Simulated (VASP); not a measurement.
# BaZr2Al4Hg (P4/mmm) in VASP: single point with PBE

Aim: the single point of BaZr2Al4Hg with PBE.

All numbers are computed with VASP 6.6.1; they aren't measurements. Logs are shortened: lines on timing, memory, paths and dates and some standing lists are left out, and cuts for length are marked.

## (1) The cell of the first run

Symmetry: P4/mmm, No. 123, tetragonal system. The conventional cell has a = 3.747 Å, b = 3.747 Å, c = 14.031 Å, α = 90.00°, β = 90.00°, γ = 90.00°. Ba (site symmetry 4/mmm) has 8 Al at 3.65 Å and 4 Ba at 3.75 Å within 4.8 Å. Within 3.9 Å of Zr (site symmetry 4mm) lie 4 Al at 2.95 Å and 4 Hg at 3.09 Å and 5 Zr at 3.20 to 3.75 Å. Al (site symmetry 2mm) has 4 Al at 2.65 Å and 2 Zr at 2.95 Å within 3.5 Å. Hg (site symmetry 4/mmm) has 8 Zr at 3.09 Å and 4 Hg at 3.75 Å within 4.1 Å.

The cell was built from a structure type or drawn by symmetry, and may not be a known phase.

## (2) Single point, PBE

Contents of INCAR:

```
PREC = Accurate ; ENCUT = 520
EDIFF = 1E-6 ; ISMEAR = 0
SIGMA = 0.1 ; LREAL = False
LASPH = True ; NELM = 100
ALGO = Fast ; ISIF = 2
LWAVE = False ; LCHARG = False
GGA = PE ; NBANDS = 39
```

Contents of KPOINTS:

```
Automatic mesh
0
Gamma
  10 10 4
```

Contents of POSCAR:

```
BaZr2Al4Hg
1.0
    3.7467130253      0.0000000000      0.0000000000
    0.0000000000      3.7467130253      0.0000000000
    0.0000000000      0.0000000000     14.0307867768
Ba Zr Al Hg
1 2 4 1
Direct
    0.0000000000      0.0000000000      0.0000000000
    0.5000000000      0.5000000000      0.6138640156
    0.5000000000      0.5000000000      0.3861359844
    0.5000000000      0.0000000000      0.7763656689
    0.0000000000      0.5000000000      0.7763656689
    0.5000000000      0.0000000000      0.2236343311
    0.0000000000      0.5000000000      0.2236343311
    0.0000000000      0.0000000000      0.5000000000
```

Potentials or basis: VASP PAW PBE potentials, release 64 (Ba_sv, Zr_sv, Al, Hg).

Launch:

```console
> cat potpaw_PBE.64/Ba_sv/POTCAR potpaw_PBE.64/Zr_sv/POTCAR potpaw_PBE.64/Al/POTCAR potpaw_PBE.64/Hg/POTCAR > POTCAR
> mpirun -np 1 vasp_std > vasp.out
```

OUTCAR:

```text
PREC = Accurate
   ENCUT = 520
   EDIFF = 1E-6
   ISMEAR = 0
   LREAL = False
   LASPH = True
   NELM = 100
   ISIF = 2
   GGA = PE

 ion  position               nearest neighbor table
   1  0.000  0.000  0.000-   4 3.65   5 3.65   6 3.65   7 3.65   5 3.65   7 3.65   4 3.65   6 3.65

   2  0.500  0.500  0.614-   4 2.95   5 2.95   4 2.95   5 2.95   8 3.09   8 3.09   8 3.09   8 3.09
                             3 3.20
   3  0.500  0.500  0.386-   6 2.95   7 2.95   6 2.95   7 2.95   8 3.09   8 3.09   8 3.09   8 3.09
                             2 3.20
   4  0.500  0.000  0.776-   5 2.65   5 2.65   5 2.65   5 2.65   2 2.95   2 2.95   1 3.65   1 3.65

   5  0.000  0.500  0.776-   4 2.65   4 2.65   4 2.65   4 2.65   2 2.95   2 2.95   1 3.65   1 3.65

   6  0.500  0.000  0.224-   7 2.65   7 2.65   7 2.65   7 2.65   3 2.95   3 2.95   1 3.65   1 3.65

   7  0.000  0.500  0.224-   6 2.65   6 2.65   6 2.65   6 2.65   3 2.95   3 2.95   1 3.65   1 3.65

   8  0.000  0.000  0.500-   2 3.09   3 3.09   2 3.09   3 3.09   2 3.09   3 3.09   2 3.09   3 3.09

  LATTYP: Found a simple tetragonal cell.
 ALAT       =     3.7467130253
 C/A-ratio  =     3.7448255797

  Lattice vectors:

 A1 = (   3.7467130253,   0.0000000000,   0.0000000000)
 A2 = (   0.0000000000,   3.7467130253,   0.0000000000)
 A3 = (   0.0000000000,   0.0000000000,  14.0307867768)

Analysis of symmetry for initial positions (statically):
=====================================================================
 Subroutine PRICEL returns:
 Original cell was already a primitive cell.

 Routine SETGRP: Setting up the symmetry group for a
 simple tetragonal supercell.

 Subroutine GETGRP returns: Found 16 space group operations
 (whereof 16 operations were pure point group operations)
 out of a pool of 16 trial point group operations.

The static configuration has the point symmetry D_4h.

Analysis of symmetry for dynamics (positions and initial velocities):
=====================================================================
 Subroutine PRICEL returns:
 Original cell was already a primitive cell.

 Routine SETGRP: Setting up the symmetry group for a
 simple tetragonal supercell.

 Subroutine GETGRP returns: Found 16 space group operations
 (whereof 16 operations were pure point group operations)
 out of a pool of 16 trial point group operations.

The dynamic configuration has the point symmetry D_4h.

 Subroutine INISYM returns: Found 16 space group operations
 (whereof 16 operations are pure point group operations),
 and found     1 'primitive' translations

----------------------------------------------------------------------------------------

                                     Primitive cell

  volume of cell :     196.9622

  direct lattice vectors                    reciprocal lattice vectors
     3.746713025  0.000000000  0.000000000     0.266900612  0.000000000  0.000000000
     0.000000000  3.746713025  0.000000000     0.000000000  0.266900612  0.000000000
     0.000000000  0.000000000 14.030786777     0.000000000  0.000000000  0.071271841

  length of vectors
     3.746713025  3.746713025 14.030786777     0.266900612  0.266900612  0.071271841

  position of ions in fractional coordinates (direct lattice)
     0.000000000  0.000000000  0.000000000
     0.500000000  0.500000000  0.613864016
     0.500000000  0.500000000  0.386135984
     0.500000000  0.000000000  0.776365669
     0.000000000  0.500000000  0.776365669
     0.500000000  0.000000000  0.223634331
     0.000000000  0.500000000  0.223634331
     0.000000000  0.000000000  0.500000000

  ion indices of the primitive-cell ions
   primitive index   ion index
                 1           1
                 2           2
                 3           3
                 4           4
                 5           5
                 6           6
                 7           7
                 8           8

----------------------------------------------------------------------------------------

 KPOINTS: Automatic mesh

Automatic generation of k-mesh.
 Grid dimensions read from file:
 generate k-points for:   10   10    4

 Generating k-lattice:

  Cartesian coordinates                     Fractional coordinates (reciprocal lattice)
     0.026690061  0.000000000  0.000000000     0.100000000  0.000000000  0.000000000
     0.000000000  0.026690061  0.000000000     0.000000000  0.100000000  0.000000000
     0.000000000  0.000000000  0.017817960     0.000000000  0.000000000  0.250000000

  Length of vectors
     0.026690061  0.026690061  0.017817960

  Shift w.r.t. Gamma in fractional coordinates (k-lattice)
     0.000000000  0.000000000  0.000000000

 Subroutine IBZKPT returns following result:
 ===========================================

 Found     63 irreducible k-points:

 Following reciprocal coordinates:
            Coordinates               Weight
  0.000000  0.000000  0.000000      1.000000
  0.100000  0.000000  0.000000      4.000000
  0.200000  0.000000  0.000000      4.000000
  0.300000  0.000000  0.000000      4.000000
  0.400000  0.000000  0.000000      4.000000
  0.500000  0.000000  0.000000      2.000000
[... 16 lines left out ...]
  0.100000  0.000000  0.250000      8.000000
  0.200000  0.000000  0.250000      8.000000
 [... further k-points ...]
   k-points           NKPTS =     63   k-points in BZ     NKDIM =     63   number of bands    NBANDS=     39
   number of dos      NEDOS =    301   number of ions     NIONS =      8
   total plane-waves  NPLWV =  84672
   dimension x,y,z NGX =    28 NGY =   28 NGZ =  108
   dimension x,y,z NGXF=    56 NGYF=   56 NGZF=  216
   ions per type =               1   2   4   1
   NGX,Y,Z   is equivalent  to a cutoff of  12.42, 12.42, 12.80 a.u.
   NGXF,Y,Z  is equivalent  to a cutoff of  24.85, 24.85, 25.59 a.u.
 SYSTEM =  unknown system
   PREC   = accura    normal or accurate (medium, high low for compatibility)
   ISTART =      0    job   : 0-new  1-cont  2-samecut
   ICHARG =      2    charge: 1-file 2-atom 10-const
   ISPIN  =      1    spin polarized calculation?
   LNONCOLLINEAR =      F non collinear calculations
   LSORBIT =      F    spin-orbit coupling
   LASPH  =      T    aspherical Exc in radial PAW
   ENCUT  =  520.0 eV  38.22 Ry    6.18 a.u.   6.97  6.97 26.09*2*pi/ulx,y,z
   NELM   =    100;   NELMIN=  2; NELMDL= -5     # of ELM steps
   EDIFF  = 0.1E-05   stopping-criterion for ELM
   LREAL  =      F    real-space projection
   EDIFFG = 0.1E-04   stopping-criterion for IOM
   NSW    =      0    number of steps for IOM
   IBRION =     -1    ionic relax: 0-MD 1-quasi-New 2-CG
   NFREE  =      0    steps in history (QN), initial steepest desc. (CG)
   ISIF   =      2    stress and relaxation
   ISYM   =      2    0-nonsym 1-usesym 2-fastsym
   POTIM  = 0.5000    time-step for ionic-motion
   TEBEG  =    0.0;   TEEND  =   0.0 temperature during run
   PSTRESS=    0.0 pullay stress
   NELECT =      58.0000    total number of electrons
   NUPDOWN=      -1.0000    fix difference up-down
   EMIN   =  10.00;   EMAX   =-10.00  energy-range for DOS
   EFERMI =   0.00;   METHOD = LEGACY
   ISMEAR =     0;   SIGMA  =   0.10  broadening in eV -4-tet -1-fermi 0-gaus
   EFERMI_NEDOS =   21; number of points for ismear=-14 and -15
   IALGO  =     68    algorithm
   IMIX   =      4    mixing-type and parameters
     AMIX     =   0.40;   BMIX     =  1.00
     AMIX_MAG =   1.60;   BMIX_MAG =  1.00
  volume/ion in A,a.u.               =      24.62       166.15
  Fermi-wavevector in a.u.,A,eV,Ry     =   1.089155  2.058205 16.140041  1.186260
  Thomas-Fermi vector in A             =   2.225353
   LORBIT       =      0    0 simple, 1 ext, 2 COOP (PROOUT), +10 PAW based schemes
   GGA     = PE    functional components
   LHFCALC =     F    Hartree Fock is set to
   AEXX    =    0.0000 exact exchange contribution
   IVDW    =     0    specifies the selected vdW correction
   LEPSILON=     F    determine dielectric tensor
   LRPA    =     F    only Hartree local field effects (RPA)
 non-spin polarized calculation
 RMM-DIIS sequential band-by-band and
 Gauss-broadening in eV      SIGMA  =   0.10
  energy-cutoff  :      520.00
  volume of cell :      196.96
 maximum number of plane-waves:      5338
 NGX is ok and might be reduce to    28
   NGX = 13   NGY = 13   NGZ = 53

 number of electron      58.0000000 magnetization

 Free energy of the ion-electron system (eV)
  ---------------------------------------------------
  ext. energy  EPLUGINS =         0.00000000
  ---------------------------------------------------
  free energy    TOTEN  =       -33.33082207 eV

  energy without entropy =      -33.29539129  energy(sigma->0) =      -33.31310668

 E-fermi :   5.3853     XC(G=0):  -9.7427

 val. band max:        5.3812128186   @ k =   0.2000   0.0000   0.5000
 cond. band min:       5.3934051788   @ k =   0.2000   0.0000   0.2500
 fundamental gap:      0.0121923602
 Fermi energy:         5.3852682920

 k-point     1 :       0.0000    0.0000    0.0000
  band No.  band energies     occupation
      1     -43.7270      2.00000
      2     -43.7027      2.00000
      3     -23.0670      2.00000
      4     -21.8572      2.00000
      5     -21.7060      2.00000
      6     -21.7060      2.00000
[... 31 lines left out ...]
     38       8.7591      0.00000
     39       9.1341      0.00000

 k-point     2 :       0.1000    0.0000    0.0000
  band No.  band energies     occupation
      1     -43.7264      2.00000
      2     -43.7021      2.00000
      3     -23.0566      2.00000
      4     -21.8554      2.00000
      5     -21.7175      2.00000
      6     -21.7053      2.00000
[... 913 lines left out ...]
     38       8.5605      0.00000
     39       9.2702      0.00000

 k-point    24 :       0.2000    0.0000    0.2500
  band No.  band energies     occupation
      1     -43.7248      2.00000
      2     -43.7007      2.00000
      3     -23.0292      2.00000
      4     -21.8508      2.00000
      5     -21.7475      2.00000
      6     -21.7175      2.00000
[... 31 lines left out ...]
     38       8.5796      0.00000
     39       8.9000      0.00000

 [... further k-points ...]

------------------------ aborting loop because EDIFF is reached ----------------------------------------

  FORCE on cell =-STRESS in cart. coord.  units (eV):
  Direction    XX          YY          ZZ          XY          YZ          ZX
  --------------------------------------------------------------------------------------
  -------------------------------------------------------------------------------------
  Total        0.1394274      0.1394274      0.2345130      0.0000000     -0.0000000      0.0000000
  in kB        1.1341640      1.1341640      1.9076320      0.0000000     -0.0000000      0.0000000
  external PRESSURE =       1.3919867 kB  Pullay stress =       0.0000000 kB

 VOLUME and BASIS-vectors are now :
 -----------------------------------------------------------------------------
  energy-cutoff  :      520.00
  volume of cell :      196.96
      direct lattice vectors                 reciprocal lattice vectors
     3.746713025  0.000000000  0.000000000     0.266900612  0.000000000  0.000000000
     0.000000000  3.746713025  0.000000000     0.000000000  0.266900612  0.000000000
     0.000000000  0.000000000 14.030786777     0.000000000  0.000000000  0.071271841

 POSITION                                       TOTAL-FORCE (eV/Angst)
 -----------------------------------------------------------------------------------
      0.00000      0.00000      0.00000        -0.000000     -0.000000      0.000000
      1.87336      1.87336      8.61300        -0.000000      0.000000      0.023287
      1.87336      1.87336      5.41779         0.000000     -0.000000     -0.023287
      1.87336      0.00000     10.89302        -0.000000     -0.000000     -0.013343
      0.00000      1.87336     10.89302         0.000000     -0.000000     -0.013343
      1.87336      0.00000      3.13777        -0.000000     -0.000000      0.013343
      0.00000      1.87336      3.13777        -0.000000     -0.000000      0.013343
      0.00000      0.00000      7.01539        -0.000000     -0.000000      0.000000
 -----------------------------------------------------------------------------------
    total drift:                                0.000000      0.000000      0.000000

  FREE ENERGIE OF THE ION-ELECTRON SYSTEM (eV)
  ---------------------------------------------------
  free  energy   TOTEN  =       -33.3308220701 eV

  energy  without entropy=      -33.2953912949  energy(sigma->0) =      -33.31310668
```

Wall time 17 min (1 thread of AMD EPYC 7R13 (Zen 3), shared host); peak memory 0.59 GiB.

What came out:

- Free energy: -33.3308 eV
- Pressure: 0.1 GPa
- Largest force: 0.023 eV/Å
- Band gap on the k mesh: zero (bands 29 and 30 overlap by 1.34 eV)

Forces in eV/Å, atoms in the order of the input:
```
Ba   0.000  0.000  0.000
Zr   0.000  0.000  0.023
Zr   0.000  0.000 -0.023
Al   0.000  0.000 -0.013
Al   0.000  0.000 -0.013
Al   0.000  0.000  0.013
Al   0.000  0.000  0.013
Hg   0.000  0.000  0.000
```

Levels at points of the mesh, in eV from the Fermi level:
| k point | band 25 | band 26 | band 27 | band 28 | band 29 | band 30 | band 31 | band 32 | band 33 | band 34 |
| --- | --- | --- | --- | --- | --- | --- | --- | --- | --- | --- |
| (0.00, 0.00, 0.00) | -0.53 | -0.39 | -0.31 | -0.31 | -0.28 | 0.07 | 0.07 | 0.12 | 1.70 | 1.70 |
| (0.50, 0.00, 0.00) | -1.26 | -0.65 | -0.32 | 0.20 | 0.43 | 0.56 | 0.71 | 0.89 | 0.96 | 1.27 |
| (0.50, 0.50, 0.00) | -3.11 | -2.80 | -1.60 | -1.60 | -0.83 | -0.67 | -0.31 | -0.31 | 0.80 | 0.80 |
| (0.00, 0.00, 0.50) | -0.68 | -0.34 | -0.34 | -0.31 | -0.07 | 0.11 | 0.14 | 0.14 | 1.52 | 1.52 |
| (0.50, 0.00, 0.50) | -0.83 | -0.62 | -0.59 | -0.24 | 0.56 | 0.70 | 0.76 | 0.90 | 0.96 | 1.25 |
| (0.50, 0.50, 0.50) | -3.30 | -2.53 | -1.67 | -1.67 | -0.87 | -0.71 | -0.10 | -0.10 | 0.58 | 0.58 |

Caveat: spin-orbit coupling is left out, which moves the levels of the heavy elements.
